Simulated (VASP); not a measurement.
# GaN (P6_3mc) in VASP: a series of runs

GaN is run at these levels: BLYP+D4, r2SCAN+D3(BJ); tasks: relaxation of cell and atoms, single point.

Everything below comes from runs of VASP 6.6.1. Logs are shortened: lines on timing, memory, paths and dates and some standing lists are left out, and cuts for length are marked.

### 1 The cell of the first run

It takes space group P6_3mc (No. 186, hexagonal). Conventional cell: a = 3.180 Å, b = 3.180 Å, c = 5.166 Å, α = 90.00°, β = 90.00°, γ = 120.00°. Within 2.6 Å of Ga (site symmetry 3m) lie 4 N at 1.94 to 1.95 Å. N (site symmetry 3m) has 4 Ga at 1.94 to 1.95 Å within 2.6 Å.

### 2 Relaxation of cell and atoms, BLYP+D4

Contents of INCAR:

```
SYSTEM = GaN
PREC = Accurate ; ENCUT = 600
EDIFF = 1E-6 ; ISMEAR = -1
SIGMA = 0.05 ; LREAL = .FALSE.
LASPH = .TRUE. ; NELM = 60
ALGO = Normal ; ISIF = 3
LWAVE = .FALSE. ; LCHARG = .FALSE.
GGA = B5 ; ALDAX = 1.0
AGGAX = 1.0 ; AGGAC = 1.0
ALDAC = 0.0 ; IVDW = 13
VDW_S6 = 1.0 ; VDW_S8 = 2.34076671
VDW_A1 = 0.44488865 ; VDW_A2 = 4.0933009
IBRION = 2 ; NSW = 60
EDIFFG = -0.01
```

Contents of KPOINTS:

```
Automatic mesh
0
G
  10 10 5
  0 0 0
```

Contents of POSCAR:

```
GaN
1.0
    3.1800000000      0.0000000000      0.0000000000
   -1.5900000000      2.7539607840      0.0000000000
    0.0000000000      0.0000000000      5.1660000000
Ga N
2 2
Direct
    0.6666666667      0.3333333333      0.5000000000
    0.3333333333      0.6666666667      0.0000000000
    0.6666666667      0.3333333333      0.8750000000
    0.3333333333      0.6666666667      0.3750000000
```

Potentials or basis: VASP PAW PBE potentials, release 64 (Ga_d, N).

On the command line:

```console
$ cat potpaw_PBE.64/Ga_d/POTCAR potpaw_PBE.64/N/POTCAR > POTCAR
$ mpirun -np 1 vasp_std > vasp.out
```

OUTCAR:

```text
SYSTEM = GaN
   PREC = Accurate
   ENCUT = 600
   EDIFF = 1E-6
   ISMEAR = -1
   LREAL = .FALSE.
   LASPH = .TRUE.
   NELM = 60
   ISIF = 3
   GGA = B5
   IVDW = 13
   IBRION = 2
   NSW = 60
   EDIFFG = -0.01

 ion  position               nearest neighbor table
   1  0.667  0.333  0.500-   3 1.94   4 1.95   4 1.95   4 1.95
   2  0.333  0.667  0.000-   4 1.94   3 1.95   3 1.95   3 1.95
   3  0.667  0.333  0.875-   1 1.94   2 1.95   2 1.95   2 1.95
   4  0.333  0.667  0.375-   2 1.94   1 1.95   1 1.95   1 1.95

  LATTYP: Found a hexagonal cell.
 ALAT       =     3.1800000000
 C/A-ratio  =     1.6245283019

  Lattice vectors:

 A1 = (   3.1800000000,   0.0000000000,   0.0000000000)
 A2 = (  -1.5900000000,   2.7539607840,   0.0000000000)
 A3 = (   0.0000000000,   0.0000000000,   5.1660000000)

Analysis of symmetry for initial positions (statically):
=====================================================================
 Subroutine PRICEL returns:
 Original cell was already a primitive cell.

 Routine SETGRP: Setting up the symmetry group for a
 hexagonal supercell.

 Subroutine GETGRP returns: Found 12 space group operations
 (whereof  6 operations were pure point group operations)
 out of a pool of 24 trial point group operations.

The static configuration has the point symmetry C_3v.
 The point group associated with its full space group is C_6v.

Analysis of symmetry for dynamics (positions and initial velocities):
=====================================================================
 Subroutine PRICEL returns:
 Original cell was already a primitive cell.

 Routine SETGRP: Setting up the symmetry group for a
 hexagonal supercell.

 Subroutine GETGRP returns: Found 12 space group operations
 (whereof  6 operations were pure point group operations)
 out of a pool of 24 trial point group operations.

The dynamic configuration has the point symmetry C_3v.
 The point group associated with its full space group is C_6v.

 Subroutine INISYM returns: Found 12 space group operations
 (whereof  6 operations are pure point group operations),
 and found     1 'primitive' translations

----------------------------------------------------------------------------------------

                                     Primitive cell

  volume of cell :      45.2417

  direct lattice vectors                    reciprocal lattice vectors
     3.180000000  0.000000000  0.000000000     0.314465409  0.181556688  0.000000000
    -1.590000000  2.753960784  0.000000000     0.000000000  0.363113377  0.000000000
     0.000000000  0.000000000  5.166000000     0.000000000  0.000000000  0.193573364
[... 72 lines left out ...]
   total plane-waves  NPLWV =  32928
   dimension x,y,z NGX =    28 NGY =   28 NGZ =   42
   dimension x,y,z NGXF=    56 NGYF=   56 NGZF=   84
   ions per type =               2   2
   NGX,Y,Z   is equivalent  to a cutoff of  14.64, 14.64, 13.52 a.u.
   NGXF,Y,Z  is equivalent  to a cutoff of  29.28, 29.28, 27.03 a.u.
 SYSTEM =  GaN
   PREC   = accura    normal or accurate (medium, high low for compatibility)
   ISTART =      0    job   : 0-new  1-cont  2-samecut
   ICHARG =      2    charge: 1-file 2-atom 10-const
   ISPIN  =      1    spin polarized calculation?
   LNONCOLLINEAR =      F non collinear calculations
   LSORBIT =      F    spin-orbit coupling
   LASPH  =      T    aspherical Exc in radial PAW
   ENCUT  =  600.0 eV  44.10 Ry    6.64 a.u.   6.35  6.35 10.32*2*pi/ulx,y,z
   NELM   =     60;   NELMIN=  2; NELMDL= -5     # of ELM steps
   EDIFF  = 0.1E-05   stopping-criterion for ELM
   LREAL  =      F    real-space projection
   EDIFFG = -.1E-01   stopping-criterion for IOM
   NSW    =     60    number of steps for IOM
   IBRION =      2    ionic relax: 0-MD 1-quasi-New 2-CG
   NFREE  =      1    steps in history (QN), initial steepest desc. (CG)
   ISIF   =      3    stress and relaxation
   ISYM   =      2    0-nonsym 1-usesym 2-fastsym
   POTIM  = 0.5000    time-step for ionic-motion
   TEBEG  =    0.0;   TEEND  =   0.0 temperature during run
   PSTRESS=    0.0 pullay stress
   NELECT =      36.0000    total number of electrons
   NUPDOWN=      -1.0000    fix difference up-down
   EMIN   =  10.00;   EMAX   =-10.00  energy-range for DOS
   EFERMI =   0.00;   METHOD = LEGACY
   ISMEAR =    -1;   SIGMA  =   0.05  broadening in eV -4-tet -1-fermi 0-gaus
   EFERMI_NEDOS =   21; number of points for ismear=-14 and -15
   IALGO  =     38    algorithm
   IMIX   =      4    mixing-type and parameters
     AMIX     =   0.40;   BMIX     =  1.00
     AMIX_MAG =   1.60;   BMIX_MAG =  1.00
  volume/ion in A,a.u.               =      11.31        76.33
  Fermi-wavevector in a.u.,A,eV,Ry     =   1.517036  2.866782 31.312427  2.301398
  Thomas-Fermi vector in A             =   2.626345
   LORBIT       =      0    0 simple, 1 ext, 2 COOP (PROOUT), +10 PAW based schemes
   GGA     = B5    functional components
   LHFCALC =     F    Hartree Fock is set to
   AEXX    =    0.0000 exact exchange contribution
   IVDW    =    13    specifies the selected vdW correction
   LEPSILON=     F    determine dielectric tensor
   LRPA    =     F    only Hartree local field effects (RPA)
 conjugate gradient relaxation of ions
 non-spin polarized calculation
  energy-cutoff  :      600.00
  volume of cell :       45.24
 maximum number of plane-waves:      1524
 NGX is ok and might be reduce to    28
   NGX = 13   NGY = 13   NGZ = 21

--------------------------------------- Ionic step        1  -------------------------------------------

 number of electron      35.9999995 magnetization

 Free energy of the ion-electron system (eV)
  ---------------------------------------------------
  ext. energy  EPLUGINS =         0.00000000
  ---------------------------------------------------
  free energy    TOTEN  =       -21.89197140 eV

  energy without entropy =      -21.89197140  energy(sigma->0) =      -21.89197140

------------------------ aborting loop because EDIFF is reached ----------------------------------------

  DFT-D4 for vdW energy calculation

  Edisp (eV):   -3.08914
[... 117 lines left out ...]
--------------------------------------- Ionic step        4  -------------------------------------------

 number of electron      35.9999997 magnetization

 Free energy of the ion-electron system (eV)
  ---------------------------------------------------
  ext. energy  EPLUGINS =         0.00000000
  ---------------------------------------------------
  free energy    TOTEN  =       -21.94200771 eV

  energy without entropy =      -21.94200771  energy(sigma->0) =      -21.94200771

 E-fermi :   6.6736     XC(G=0): -11.0912

 val. band max:        5.6856356113   @ k =   0.0000   0.0000   0.0000
 cond. band min:       7.6466682471   @ k =   0.0000   0.0000   0.0000
 fundamental gap:      1.9610326358
 Fermi energy:         6.6736172180

 k-point     1 :       0.0000    0.0000    0.0000
  band No.  band energies     occupation
      1     -10.1819      2.00000
      2      -9.3567      2.00000
      3      -7.8596      2.00000
      4      -7.8434      2.00000
      5      -7.8434      2.00000
      6      -7.7836      2.00000
[... 589 lines left out ...]
     21      12.8865      0.00000
     22      13.6862      0.00000

 [... further k-points ...]

------------------------ aborting loop because EDIFF is reached ----------------------------------------

  DFT-D4 for vdW energy calculation

  Edisp (eV):   -3.04573
[... 27 lines left out ...]
  FREE ENERGIE OF THE ION-ELECTRON SYSTEM (eV)
  ---------------------------------------------------
  free  energy   TOTEN  =       -24.9877390945 eV

  energy  without entropy=      -24.9877390944  energy(sigma->0) =      -24.98773909

 reached required accuracy - stopping structural energy minimisation
```

Wall time 3.4 min (1 thread of Intel Xeon Platinum 8488C (Sapphire Rapids), shared host); peak memory 0.2 GiB.

Results:

```yaml
Free_energy: -24.9877 eV
Relaxed_volume: 11.46 Å³/atom
Relaxed_cell: a = 3.189 Å, b = 3.189 Å, c = 5.205 Å, α = 90.00°, β = 90.00°, γ = 120.00°
Space_group_after_relaxing_to_0.1_Å: P6_3mc (No. 186)
Energy_gained_by_relaxing: 1.7 meV/atom
Ionic_steps: 4
Pressure_after_relaxing: 0.1 GPa
Largest_force_after_relaxing: 0.009 eV/Å
Band_gap_on_the_k_mesh: 1.96 eV
Dispersion_energy_per_atom: -0.761 eV
```

Forces in eV/Å, atoms in the order of the input:
```
Ga   0.000  0.000  0.009
Ga   0.000  0.000  0.009
N    0.000  0.000 -0.009
N    0.000  0.000 -0.009
```

The path:
```tsv
step	energy change (eV)	largest force (eV/Å)	pressure (GPa)	volume (Å³)
1	0.0000	0.1265	2.51	45.24
2	-0.0012	0.1163	-2.24	46.41
3	-0.0066	0.0119	-0.02	45.85
4	-0.0066	0.0089	0.07	45.84
```

Final structure:
```cif
data_structure
_symmetry_space_group_name_H-M 'P 1'
_symmetry_Int_Tables_number 1
_cell_length_a 3.1889
_cell_length_b 3.1889
_cell_length_c 5.2051
_cell_angle_alpha 90.000
_cell_angle_beta 90.000
_cell_angle_gamma 120.000
_cell_volume 45.84
loop_
_atom_site_label
_atom_site_type_symbol
_atom_site_fract_x
_atom_site_fract_y
_atom_site_fract_z
_atom_site_occupancy
Ga1 Ga 0.66667 0.33333 0.49938 1
Ga2 Ga 0.33333 0.66667 0.99938 1
N1 N 0.66667 0.33333 0.87562 1
N2 N 0.33333 0.66667 0.37562 1
```

Levels at points of the mesh, in eV from the valence-band top:
```
           k point  band 14  band 15  band 16  band 17  band 18  band 19  band 20  band 21  band 22
(0.00, 0.00, 0.00)    -1.01    -1.01    -0.05     0.00     0.00     1.96     4.28     9.25     9.91
(0.50, 0.00, 0.00)    -5.25    -4.13    -2.69    -2.14    -0.99     5.22     5.57     6.16     8.50
```

Caveat: the PAW data sets were made with another functional, which shifts forces and pressure a little.

### 3 Single point, r2SCAN+D3(BJ)

This run uses another cell than the first one, of 11.27 Å³/atom.

Contents of POSCAR:

```
GaN
1.0
    3.1737287862      0.0000000000      0.0000000000
   -1.5868643931      2.7485297536      0.0000000000
    0.0000000000      0.0000000000      5.1687804671
Ga N
2 2
Direct
    0.6666666667      0.3333333333      0.4991403188
    0.3333333333      0.6666666667     -0.0008596812
    0.6666666667      0.3333333333      0.8758596812
    0.3333333333      0.6666666667      0.3758596812
```

Contents of INCAR.step1:

```
ALGO     = Normal         # electronic algorithm
EDIFF    = 1E-5           # SCF threshold, eV
ENCUT    = 910            # plane-wave cutoff, eV
GGA      = PE             # functional
GGA_COMPAT= F            
ISMEAR   = -1             # smearing method
LASPH    = T              # aspherical terms in the spheres
LCHARG   = F              # write CHGCAR
LREAL    = F              # projectors in reciprocal space
LWAVE    = T              # write WAVECAR
NBANDS   = 26             # bands
NELM     = 120            # most SCF steps
PREC     = Accurate       # precision mode
SIGMA    = 0.05           # smearing width, eV
```

Contents of INCAR.step2:

```
ALGO     = Normal         # electronic algorithm
EDIFF    = 1E-6           # SCF threshold, eV
ENCUT    = 910            # plane-wave cutoff, eV
GGA_COMPAT= F            
ISIF     = 2              # what is computed and relaxed
ISMEAR   = -1             # smearing method
ISTART   = 1            
IVDW     = 12             # dispersion correction
LASPH    = T              # aspherical terms in the spheres
LCHARG   = F              # write CHGCAR
LMIXTAU  = T            
LREAL    = F              # projectors in reciprocal space
LWAVE    = F              # write WAVECAR
METAGGA  = R2SCAN         # meta-GGA
NBANDS   = 26             # bands
NELM     = 120            # most SCF steps
PREC     = Accurate       # precision mode
SIGMA    = 0.05           # smearing width, eV
VDW_A1   = 0.49484001   
VDW_A2   = 5.73083694   
VDW_S6   = 1.0          
VDW_S8   = 0.78981345
```

Contents of KPOINTS:

```
k-points
0
Gamma
  10 10 5
```

Potentials or basis: VASP PAW PBE potentials, release 64 (Ga_d, N_h).

On the command line:

```console
$ cat potpaw_PBE.64/Ga_d/POTCAR potpaw_PBE.64/N_h/POTCAR > POTCAR
$ cp INCAR.step1 INCAR
$ mpirun -np 1 vasp_std > vasp.out
$ cp INCAR.step2 INCAR
$ mpirun -np 1 vasp_std > vasp.out
```

Wall time 5.1 min (1 thread of Intel Xeon Platinum 8259CL at 2.50GHz (Skylake/Cascade Lake), shared host); peak memory 0.31 GiB.

The run converged. Its results:

```yaml
Free_energy: -44.3010 eV
Pressure: 1.0 GPa
Band_gap_on_the_k_mesh: 2.40 eV
Dispersion_energy_per_atom: -0.122 eV
```

Stress tensor (GPa, compression positive):
```
1.05 0.00 0.00
0.00 1.05 0.00
0.00 0.00 0.94
```

Levels at points of the mesh, in eV from the valence-band top:
```tsv
k point	band 15	band 16	band 17	band 18	band 19	band 20	band 21	band 22
(0.00, 0.00, 0.00)	-1.08	-0.04	0.00	0.00	2.40	4.88	10.01	10.65
(0.50, 0.00, 0.00)	-4.34	-2.87	-2.27	-1.04	5.61	6.17	6.58	9.43
```

Caveat: the cutoff is under 1.25 times the usual one of these potentials, so pressure, stress and relaxed cells hold a basis-set (Pulay) error; the PAW data sets were made with another functional, which shifts forces and pressure a little.
